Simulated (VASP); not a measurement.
## AlRu: single point with PBE

Crystal: AlRu.

```
CELL_PARAMETERS angstrom
2.90185 0.00000 0.00000
0.00000 2.90185 0.00000
0.00000 0.00000 2.94673
ATOMIC_POSITIONS crystal
Al 0.00000 0.00000 0.00000
Ru 0.50000 0.50000 0.50000
```

This cell differs from its parent crystal: strain -0.030 along x and y, -0.015 along z.

```
Program             : VASP 6.6.1
Task                : single point
Functional          : PBE
Potentials or basis : VASP PAW PBE potentials, release 64 (Al, Ru_pv)
Cutoff              : 520 eV
k mesh              : 16 × 16 × 16
Occupations         : gaussian, width 0.15 eV
Spin                : no spin polarisation
```

The pressure is 21.8 GPa.

Stress tensor (GPa, compression positive):
```
22.93  0.00  0.00
 0.00 22.93  0.00
 0.00  0.00 19.69
```

Levels at points of the mesh, in eV from the Fermi level:
```csv
k point,band 6,band 7,band 8,band 9,band 10,band 11,band 12,band 13
"(0.00, 0.00, 0.00)",-4.02,0.15,0.15,0.26,6.12,6.61,6.61,11.37
"(0.50, 0.00, 0.00)",-3.10,-1.93,-1.73,0.45,2.67,7.36,11.14,11.55
"(0.50, 0.50, 0.00)",-1.44,-1.44,-1.37,-1.37,1.79,5.97,7.10,10.94
"(0.00, 0.00, 0.50)",-3.17,-1.72,-1.72,0.52,2.38,7.38,11.55,11.55
"(0.50, 0.00, 0.50)",-1.52,-1.40,-1.32,-1.26,1.67,5.75,6.99,11.32
"(0.50, 0.50, 0.50)",-5.09,1.76,1.88,3.03,4.23,4.35,4.35,9.18
```

Run time: 38 s on 1 thread of Intel(R) Xeon(R) 6975P-C (Granite Rapids) (shared host), peak memory 0.26 GiB.

Caveat: the cell differs from its parent crystal (strain -0.030 along x and y, -0.015 along z).
